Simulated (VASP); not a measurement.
# Ga4SbAs3 (P-43m) in VASP: further runs

Ga4SbAs3 is run at these levels: PBEsol; tasks: single point.

Program: VASP 6.6.1. These are calculated values, not measurements. Logs are shortened: lines on timing, memory, paths and dates and some standing lists are left out, and cuts for length are marked.

### Step 1. The cell of the first run

Symmetry: P-43m, No. 215, cubic system. The conventional cell has a = 5.770 Å, b = 5.770 Å, c = 5.770 Å, α = 90.00°, β = 90.00°, γ = 90.00°. Within 3.3 Å of Ga (site symmetry 3m) lie 1 Sb at 2.50 Å and 3 As at 2.50 Å. Within 3.3 Å of Sb (site symmetry -43m) lie 4 Ga at 2.50 Å. As (site symmetry -42m) has 4 Ga at 2.50 Å within 3.3 Å.

### Step 2. Single point, PBEsol

INCAR reads:

```
SYSTEM = Ga4SbAs3
PREC = Accurate ; ENCUT = 520
EDIFF = 1E-6 ; ISMEAR = 0
SIGMA = 0.1 ; LREAL = .FALSE.
LASPH = .TRUE. ; NELM = 60
ALGO = Normal ; ISIF = 2
LWAVE = .FALSE. ; LCHARG = .FALSE.
GGA = PS ; NBANDS = 46
```

KPOINTS reads:

```
Automatic mesh
0
G
  4 4 4
  0 0 0
```

POSCAR reads:

```
Ga4SbAs3
1.0
    5.7697750000      0.0000000000      0.0000000000
    0.0000000000     -5.7697750000      0.0000000000
    0.0000000000      0.0000000000     -5.7697750000
Ga Sb As
4 1 3
Direct
    0.0000000000      0.5000000000      0.5000000000
    0.5000000000      0.0000000000      0.5000000000
    0.5000000000      0.5000000000      0.0000000000
    0.0000000000      0.0000000000      0.0000000000
    0.2500000000      0.2500000000      0.2500000000
    0.7500000000      0.7500000000      0.2500000000
    0.7500000000      0.2500000000      0.7500000000
    0.2500000000      0.7500000000      0.7500000000
```

Potentials or basis: VASP PAW PBE potentials, release 64 (Ga_d, Sb, As).

Launch:

```console
$ cat potpaw_PBE.64/Ga_d/POTCAR potpaw_PBE.64/Sb/POTCAR potpaw_PBE.64/As/POTCAR > POTCAR
$ mpirun -np 1 vasp_std > vasp.out
```

OUTCAR:

```text
SYSTEM = Ga4SbAs3
   PREC = Accurate
   ENCUT = 520
   EDIFF = 1E-6
   ISMEAR = 0
   LREAL = .FALSE.
   LASPH = .TRUE.
   NELM = 60
   ISIF = 2
   GGA = PS

 ion  position               nearest neighbor table
   1  0.000  0.500  0.500-   5 2.50   6 2.50   7 2.50   8 2.50
   2  0.500  0.000  0.500-   5 2.50   6 2.50   7 2.50   8 2.50
   3  0.500  0.500  0.000-   5 2.50   6 2.50   7 2.50   8 2.50
   4  0.000  0.000  0.000-   5 2.50   6 2.50   7 2.50   8 2.50
   5  0.250  0.250  0.250-   1 2.50   2 2.50   3 2.50   4 2.50
   6  0.750  0.750  0.250-   1 2.50   2 2.50   3 2.50   4 2.50
   7  0.750  0.250  0.750-   1 2.50   2 2.50   3 2.50   4 2.50
   8  0.250  0.750  0.750-   1 2.50   2 2.50   3 2.50   4 2.50

  LATTYP: Found a simple cubic cell.
 ALAT       =     5.7697750000

  Lattice vectors:

 A1 = (   5.7697750000,   0.0000000000,   0.0000000000)
 A2 = (   0.0000000000,  -5.7697750000,   0.0000000000)
 A3 = (   0.0000000000,   0.0000000000,  -5.7697750000)

Analysis of symmetry for initial positions (statically):
=====================================================================
 Subroutine PRICEL returns:
 Original cell was already a primitive cell.

 Routine SETGRP: Setting up the symmetry group for a
 simple cubic supercell.

 Subroutine GETGRP returns: Found 24 space group operations
 (whereof  6 operations were pure point group operations)
 out of a pool of 48 trial point group operations.

The static configuration has the point symmetry C_3v.
 The point group associated with its full space group is T_d .

Analysis of symmetry for dynamics (positions and initial velocities):
=====================================================================
 Subroutine PRICEL returns:
 Original cell was already a primitive cell.

 Routine SETGRP: Setting up the symmetry group for a
 simple cubic supercell.

 Subroutine GETGRP returns: Found 24 space group operations
 (whereof  6 operations were pure point group operations)
 out of a pool of 48 trial point group operations.

The dynamic configuration has the point symmetry C_3v.
 The point group associated with its full space group is T_d .

 Subroutine INISYM returns: Found 24 space group operations
 (whereof  6 operations are pure point group operations),
 and found     1 'primitive' translations

----------------------------------------------------------------------------------------

                                     Primitive cell

  volume of cell :     192.0776

  direct lattice vectors                    reciprocal lattice vectors
     5.769775000  0.000000000  0.000000000     0.173316984  0.000000000  0.000000000
     0.000000000 -5.769775000  0.000000000     0.000000000 -0.173316984  0.000000000
     0.000000000  0.000000000 -5.769775000     0.000000000  0.000000000 -0.173316984

  length of vectors
     5.769775000  5.769775000  5.769775000     0.173316984  0.173316984  0.173316984

  position of ions in fractional coordinates (direct lattice)
     0.000000000  0.500000000  0.500000000
     0.500000000  0.000000000  0.500000000
     0.500000000  0.500000000  0.000000000
     0.000000000  0.000000000  0.000000000
     0.250000000  0.250000000  0.250000000
     0.750000000  0.750000000  0.250000000
     0.750000000  0.250000000  0.750000000
     0.250000000  0.750000000  0.750000000

  ion indices of the primitive-cell ions
   primitive index   ion index
                 1           1
                 2           2
                 3           3
                 4           4
                 5           5
                 6           6
                 7           7
                 8           8

----------------------------------------------------------------------------------------

 KPOINTS: Automatic mesh

Automatic generation of k-mesh.
 Grid dimensions read from file:
 generate k-points for:    4    4    4

 Generating k-lattice:

  Cartesian coordinates                     Fractional coordinates (reciprocal lattice)
     0.043329246  0.000000000  0.000000000     0.250000000  0.000000000  0.000000000
     0.000000000 -0.043329246  0.000000000     0.000000000  0.250000000  0.000000000
     0.000000000  0.000000000 -0.043329246     0.000000000  0.000000000  0.250000000

  Length of vectors
     0.043329246  0.043329246  0.043329246

  Shift w.r.t. Gamma in fractional coordinates (k-lattice)
     0.000000000  0.000000000  0.000000000

 Subroutine IBZKPT returns following result:
 ===========================================

 Found     10 irreducible k-points:

 Following reciprocal coordinates:
            Coordinates               Weight
  0.000000  0.000000  0.000000      1.000000
  0.250000  0.000000  0.000000      6.000000
  0.500000  0.000000  0.000000      3.000000
  0.250000  0.250000  0.000000     12.000000
  0.500000  0.250000  0.000000     12.000000
  0.500000  0.500000  0.000000      3.000000
  0.250000  0.250000  0.250000      8.000000
  0.500000  0.250000  0.250000     12.000000
[... 30 lines left out ...]
   PSTRESS=    0.0 pullay stress
   NELECT =      72.0000    total number of electrons
   NUPDOWN=      -1.0000    fix difference up-down
   EMIN   =  10.00;   EMAX   =-10.00  energy-range for DOS
   EFERMI =   0.00;   METHOD = LEGACY
   ISMEAR =     0;   SIGMA  =   0.10  broadening in eV -4-tet -1-fermi 0-gaus
   EFERMI_NEDOS =   21; number of points for ismear=-14 and -15
   IALGO  =     38    algorithm
   IMIX   =      4    mixing-type and parameters
     AMIX     =   0.40;   BMIX     =  1.00
     AMIX_MAG =   1.60;   BMIX_MAG =  1.00
  volume/ion in A,a.u.               =      24.01       162.03
  Fermi-wavevector in a.u.,A,eV,Ry     =   1.180393  2.230620 18.957387  1.393329
  Thomas-Fermi vector in A             =   2.316687
   LORBIT       =      0    0 simple, 1 ext, 2 COOP (PROOUT), +10 PAW based schemes
   GGA     = PS    functional components
   LHFCALC =     F    Hartree Fock is set to
   AEXX    =    0.0000 exact exchange contribution
   IVDW    =     0    specifies the selected vdW correction
   LEPSILON=     F    determine dielectric tensor
   LRPA    =     F    only Hartree local field effects (RPA)
 non-spin polarized calculation
 Gauss-broadening in eV      SIGMA  =   0.10
  energy-cutoff  :      520.00
  volume of cell :      192.08
 maximum number of plane-waves:      5232
 NGX is ok and might be reduce to    48
   NGX = 21   NGY = 21   NGZ = 21

 number of electron      72.0000070 magnetization

 Free energy of the ion-electron system (eV)
  ---------------------------------------------------
  ext. energy  EPLUGINS =         0.00000000
  ---------------------------------------------------
  free energy    TOTEN  =       -34.99447642 eV

  energy without entropy =      -34.99402464  energy(sigma->0) =      -34.99425053

 E-fermi :   4.2608     XC(G=0):  -9.6421

 val. band max:        4.1067476909   @ k =   0.0000   0.0000   0.0000
 cond. band min:       4.3814864165   @ k =   0.0000   0.0000   0.0000
 fundamental gap:      0.2747387255
 Fermi energy:         4.2608365853

 k-point     1 :       0.0000    0.0000    0.0000
  band No.  band energies     occupation
      1     -10.8709      2.00000
      2     -10.8360      2.00000
      3     -10.8360      2.00000
      4     -10.7644      2.00000
      5     -10.7644      2.00000
      6     -10.7644      2.00000
[... 38 lines left out ...]
     45       7.5298      0.00000
     46       7.5298      0.00000

 k-point     2 :       0.2500    0.0000    0.0000
  band No.  band energies     occupation
      1     -10.8638      2.00000
      2     -10.8308      2.00000
      3     -10.8279      2.00000
      4     -10.7782      2.00000
      5     -10.7598      2.00000
      6     -10.7598      2.00000
[... 38 lines left out ...]
     45       8.4830      0.00000
     46       8.4830      0.00000

 k-point     3 :       0.5000    0.0000    0.0000
  band No.  band energies     occupation
      1     -10.8551      2.00000
      2     -10.8248      2.00000
      3     -10.8098      2.00000
      4     -10.8025      2.00000
      5     -10.7535      2.00000
      6     -10.7535      2.00000
[... 332 lines left out ...]
     45       8.6822      0.00000
     46       8.8416      0.00000

 k-point    10 :       0.5000    0.5000    0.5000
  band No.  band energies     occupation
      1     -10.8466      2.00000
      2     -10.8117      2.00000
      3     -10.8117      2.00000
      4     -10.8117      2.00000
      5     -10.7588      2.00000
      6     -10.7588      2.00000
[... 38 lines left out ...]
     45       8.4942      0.00000
     46       8.5317      0.00000

------------------------ aborting loop because EDIFF is reached ----------------------------------------

  FORCE on cell =-STRESS in cart. coord.  units (eV):
  Direction    XX          YY          ZZ          XY          YZ          ZX
  --------------------------------------------------------------------------------------
  -------------------------------------------------------------------------------------
  Total        0.8732204      0.8732204      0.8732204     -0.0000000     -0.0000000      0.0000000
  in kB        7.2837969      7.2837969      7.2837969     -0.0000000     -0.0000000      0.0000000
  external PRESSURE =       7.2837969 kB  Pullay stress =       0.0000000 kB

 VOLUME and BASIS-vectors are now :
 -----------------------------------------------------------------------------
  energy-cutoff  :      520.00
  volume of cell :      192.08
      direct lattice vectors                 reciprocal lattice vectors
     5.769775000  0.000000000  0.000000000     0.173316984  0.000000000  0.000000000
     0.000000000 -5.769775000  0.000000000     0.000000000 -0.173316984  0.000000000
     0.000000000  0.000000000 -5.769775000     0.000000000  0.000000000 -0.173316984

 POSITION                                       TOTAL-FORCE (eV/Angst)
 -----------------------------------------------------------------------------------
      0.00000     -2.88489     -2.88489        -0.729053     -0.729053     -0.729053
      2.88489      0.00000     -2.88489         0.729053      0.729053     -0.729053
      2.88489     -2.88489      0.00000         0.729053     -0.729053      0.729053
      0.00000      0.00000      0.00000        -0.729053      0.729053      0.729053
      1.44244     -1.44244     -1.44244         0.000000     -0.000000     -0.000000
      4.32733     -4.32733     -1.44244         0.000000     -0.000000     -0.000000
      4.32733     -1.44244     -4.32733         0.000000     -0.000000     -0.000000
      1.44244     -4.32733     -4.32733         0.000000     -0.000000     -0.000000
 -----------------------------------------------------------------------------------
    total drift:                                0.000000     -0.000000      0.000000

  FREE ENERGIE OF THE ION-ELECTRON SYSTEM (eV)
  ---------------------------------------------------
  free  energy   TOTEN  =       -34.9944764187 eV

  energy  without entropy=      -34.9940246431  energy(sigma->0) =      -34.99425053
```

It took 78 s on 1 thread of Intel Xeon 6975P-C (Granite Rapids), shared host; peak memory 0.37 GiB.

Results:

```yaml
Free_energy: -34.9945 eV
Pressure: 0.7 GPa
Band_gap_on_the_k_mesh: 0.27 eV
```

Caveat: the PAW data sets were made with another functional, which shifts forces and pressure a little; spin-orbit coupling is left out, which moves the levels of the heavy elements. A k mesh can miss the band edges.

### Step 3. Single point, PBEsol

This run uses another cell than the first one, of 24.15 Å³/atom.

INCAR reads:

```
PREC = Accurate
ENCUT = 520
EDIFF = 1E-7
ISMEAR = 0
SIGMA = 0.1
LREAL = False
LASPH = True
NELM = 80
ALGO = Normal
ISIF = 2
LWAVE = False
LCHARG = False
GGA = PS
NBANDS = 46
```

KPOINTS reads:

```
Automatic mesh
0
Gamma
  4 4 4
```

POSCAR reads:

```
Ga4SbAs3
1.0
    5.7807183845      0.0000000000      0.0000000000
    0.0000000000     -5.7807183845      0.0000000000
    0.0000000000      0.0000000000     -5.7807183845
Ga Sb As
4 1 3
Direct
   -0.0088795825      0.5088795825      0.5088795825
    0.5088795825     -0.0088795825      0.5088795825
    0.5088795825      0.5088795825     -0.0088795825
   -0.0088795825     -0.0088795825     -0.0088795825
    0.2500000000      0.2500000000      0.2500000000
    0.7500000000      0.7500000000      0.2500000000
    0.7500000000      0.2500000000      0.7500000000
    0.2500000000      0.7500000000      0.7500000000
```

Potentials or basis: VASP PAW PBE potentials, release 64 (Ga_d, Sb, As).

Launch:

```console
$ cat potpaw_PBE.64/Ga_d/POTCAR potpaw_PBE.64/Sb/POTCAR potpaw_PBE.64/As/POTCAR > POTCAR
$ mpirun -np 1 vasp_std > vasp.out
```

It took 91 s on 1 thread of Intel Xeon 6975P-C (Granite Rapids), shared host; peak memory 0.37 GiB.

It converged, with:

```yaml
Free_energy: -35.2025 eV
Pressure: 0.0 GPa
Largest_force: 0.051 eV/Å
Band_gap_on_the_k_mesh: zero (filled and empty bands touch)
```

Forces in eV/Å, atoms in the order of the input:
```
Ga   0.029  0.029  0.029
Ga  -0.029 -0.029  0.029
Ga  -0.029  0.029 -0.029
Ga   0.029 -0.029 -0.029
Sb   0.000  0.000  0.000
As   0.000  0.000  0.000
As   0.000  0.000  0.000
As   0.000  0.000  0.000
```

Levels at points of the mesh, in eV from the Fermi level:
| k point | band 32 | band 33 | band 34 | band 35 | band 36 | band 37 | band 38 | band 39 | band 40 | band 41 |
| --- | --- | --- | --- | --- | --- | --- | --- | --- | --- | --- |
| (0.00, 0.00, 0.00) | -2.68 | -2.68 | -0.08 | -0.04 | -0.04 | -0.04 | 1.27 | 1.27 | 1.27 | 1.28 |
| (0.50, 0.00, 0.00) | -3.30 | -2.00 | -2.00 | -1.51 | -1.51 | 1.51 | 1.67 | 2.66 | 3.13 | 4.17 |
| (0.50, 0.50, 0.00) | -3.26 | -1.68 | -1.43 | -1.05 | -1.05 | 2.10 | 2.10 | 2.47 | 2.72 | 4.75 |
| (0.50, 0.50, 0.50) | -1.38 | -1.38 | -0.82 | -0.82 | -0.82 | 0.42 | 0.42 | 0.42 | 1.37 | 4.16 |

Caveat: semilocal functionals underestimate gaps, so a narrow gap can read as zero; the PAW data sets were made with another functional, which shifts forces and pressure a little; spin-orbit coupling is left out, which moves the levels of the heavy elements.

### Step 4. Single point, PBEsol

This run uses another cell than the first one, of 24.09 Å³/atom.

INCAR reads:

```
PREC     = Accurate       # precision mode
ENCUT    = 520            # plane-wave cutoff, eV
EDIFF    = 1E-6           # SCF threshold, eV
ISMEAR   = 0              # smearing method
SIGMA    = 0.1            # smearing width, eV
LREAL    = False          # projectors in reciprocal space
LASPH    = True           # aspherical terms in the spheres
NELM     = 60             # most SCF steps
ALGO     = Normal         # electronic algorithm
ISIF     = 2              # what is computed and relaxed
LWAVE    = False          # write WAVECAR
LCHARG   = False          # write CHGCAR
GGA      = PS             # functional
NBANDS   = 46             # bands
```

KPOINTS reads:

```
regular mesh
0
Gamma
  6 6 6
```

POSCAR reads:

```
Ga4SbAs3
1.0
    5.7765803500      0.0000000000      0.0000000000
    0.0000000000     -5.7765803500      0.0000000000
    0.0000000000      0.0000000000     -5.7765803500
Ga Sb As
4 1 3
Direct
   -0.0083982379      0.5083982379      0.5083982379
    0.5083982379     -0.0083982379      0.5083982379
    0.5083982379      0.5083982379     -0.0083982379
   -0.0083982379     -0.0083982379     -0.0083982379
    0.2500000000      0.2500000000      0.2500000000
    0.7500000000      0.7500000000      0.2500000000
    0.7500000000      0.2500000000      0.7500000000
    0.2500000000      0.7500000000      0.7500000000
```

Launch:

```console
$ cat potpaw_PBE.64/Ga_d/POTCAR potpaw_PBE.64/Sb/POTCAR potpaw_PBE.64/As/POTCAR > POTCAR
$ mpirun -np 1 vasp_std > vasp.out
```

Wall time 2.6 min (1 thread of Intel Xeon 6975P-C (Granite Rapids), shared host); peak memory 0.41 GiB.

It converged, with:

```
Free energy            : -35.2302 eV
Pressure               : 0.1 GPa
Band gap on the k mesh : zero (filled and empty bands touch)
```

Levels at points of the mesh, in eV from the Fermi level:
```
           k point  band 33  band 34  band 35  band 36  band 37  band 38  band 39  band 40
(0.00, 0.00, 0.00)    -2.70    -0.06    -0.05    -0.05    -0.05     1.26     1.26     1.26
(0.50, 0.00, 0.00)    -2.00    -2.00    -1.54    -1.54     1.51     1.66     2.68     3.12
(0.50, 0.50, 0.00)    -1.67    -1.44    -1.07    -1.07     2.11     2.11     2.46     2.71
(0.50, 0.50, 0.50)    -1.39    -0.85    -0.85    -0.85     0.42     0.42     0.42     1.37
```

Caveat: semilocal functionals underestimate gaps, so a narrow gap can read as zero; the PAW data sets were made with another functional, which shifts forces and pressure a little; spin-orbit coupling is left out, which moves the levels of the heavy elements.

### Step 5. Single point, PBEsol

This run uses another cell than the first one, of 24.09 Å³/atom.

INCAR reads:

```
SYSTEM = Ga4SbAs3
PREC = Accurate
ENCUT = 520
EDIFF = 1E-6
ISMEAR = 0
SIGMA = 0.1
LREAL = .FALSE.
LASPH = .TRUE.
NELM = 100
ALGO = Normal
ISIF = 2
LWAVE = .FALSE.
LCHARG = .FALSE.
GGA = PS
NBANDS = 46
```

KPOINTS reads:

```
Automatic mesh
0
G
  6 6 6
  0 0 0
```

POSCAR is that of step 4.

Launch:

```console
$ cat potpaw_PBE.64/Ga_d/POTCAR potpaw_PBE.64/Sb/POTCAR potpaw_PBE.64/As/POTCAR > POTCAR
$ mpirun -np 1 vasp_std > vasp.out
```

Run time: 2.5 min. Hardware: 1 thread of Intel Xeon 6975P-C (Granite Rapids), shared host; peak memory 0.42 GiB.

The run converged. Its results:

```
Free energy            : -35.2302 eV
Pressure               : 0.1 GPa
Band gap on the k mesh : zero (filled and empty bands touch)
```

Levels at points of the mesh, in eV from the Fermi level:
```tsv
k point	band 33	band 34	band 35	band 36	band 37	band 38	band 39	band 40
(0.00, 0.00, 0.00)	-2.70	-0.06	-0.05	-0.05	-0.05	1.26	1.26	1.26
(0.50, 0.00, 0.00)	-2.00	-2.00	-1.54	-1.54	1.51	1.66	2.68	3.12
(0.50, 0.50, 0.00)	-1.67	-1.44	-1.07	-1.07	2.11	2.11	2.46	2.71
(0.50, 0.50, 0.50)	-1.39	-0.85	-0.85	-0.85	0.42	0.42	0.42	1.37
```

Caveat: semilocal functionals underestimate gaps, so a narrow gap can read as zero; the PAW data sets were made with another functional, which shifts forces and pressure a little; spin-orbit coupling is left out, which moves the levels of the heavy elements.

### Step 6. The runs side by side

```csv
cell,k mesh,gap on the mesh (eV),pressure (GPa)
"a = 5.770 Å, 8 atoms, atomic positions A",4 × 4 × 4,0.27,0.7
"a = 5.781 Å, 8 atoms, atomic positions B",4 × 4 × 4,none,0.0
"a = 5.777 Å, 8 atoms, atomic positions B",6 × 6 × 6,none,0.1
```

Alike in all rows: task single point; level PBEsol; potentials or basis VASP PAW PBE potentials, release 64 (Ga_d, Sb, As); no spin polarisation; cutoff (eV) 520; smearing gaussian 0.1 eV.

Caveats: the PAW data sets were made with another functional, which shifts forces and pressure a little; spin-orbit coupling is left out, which moves the levels of the heavy elements; semilocal functionals underestimate gaps, so a narrow gap can read as zero (at least some runs).

Total energies depend on the potentials used, so only differences within one code and one set of settings carry meaning.
